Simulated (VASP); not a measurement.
Zn:

```
Zn
1.0
     1.46719    0.84708    7.09082
    -1.46719    0.84708    7.09082
     0.00000   -1.69416    7.09082
Zn
3
Direct
  0.00000 0.00000 0.00000
  0.22222 0.22222 0.22222
  0.77778 0.77778 0.77778
```

```yaml
Program: VASP 6.6.1
Task: relaxation of cell and atoms
Functional: PBE
Potentials_or_basis: VASP PAW PBE potentials, release 64 (Zn)
Cutoff: 600 eV
k_mesh: 6 × 6 × 6
Occupations: gaussian, width 0.1 eV
Spin: no spin polarisation
```

At the start: pressure -6.7 GPa; volume 17.63 Å³/atom.

Q: How do energy, volume and symmetry change on relaxing?

A: Over 12 steps the energy falls by 97.4 meV/atom and the volume is 15.15 Å³/atom (-14.0 %); space group R-3m (No. 166, to 0.1 Å) before and after.

The path:
| step | energy change (eV) | largest force (eV/Å) | pressure (GPa) | volume (Å³) |
| --- | --- | --- | --- | --- |
| 1 | 0.0000 | 0.0206 | -6.68 | 52.88 |
| 2 | -0.1720 | 0.0268 | -2.83 | 47.45 |
| 3 | -0.1934 | 0.0433 | -0.22 | 45.39 |
| 4 | -0.1935 | 0.0449 | 0.08 | 45.18 |
| 5 | -0.2129 | 0.0239 | 0.68 | 44.87 |
| 6 | -0.2742 | 0.0390 | 2.56 | 43.87 |
| 7 | -0.0205 | 0.2402 | 12.06 | 41.53 |
| 8 | -0.2749 | 0.0398 | 3.04 | 43.70 |
| 9 | -0.2816 | 0.0520 | 2.41 | 44.11 |
| 10 | -0.2824 | 0.0586 | 2.16 | 44.30 |
| 11 | -0.2887 | 0.0478 | 1.30 | 44.76 |
| 12 | -0.2923 | 0.0340 | 0.03 | 45.46 |

Final structure:
```
CELL_PARAMETERS angstrom
1.44744 0.83568 6.26447
-1.44744 0.83568 6.26447
0.00000 -1.67136 6.26447
ATOMIC_POSITIONS crystal
Zn 0.00000 0.00000 0.00000
Zn 0.22194 0.22194 0.22194
Zn 0.77806 0.77806 0.77806
```

Caveat: the k points lie up to 0.42 Å⁻¹ apart in the final cell, too coarse for converged energies and pressures of a metal.
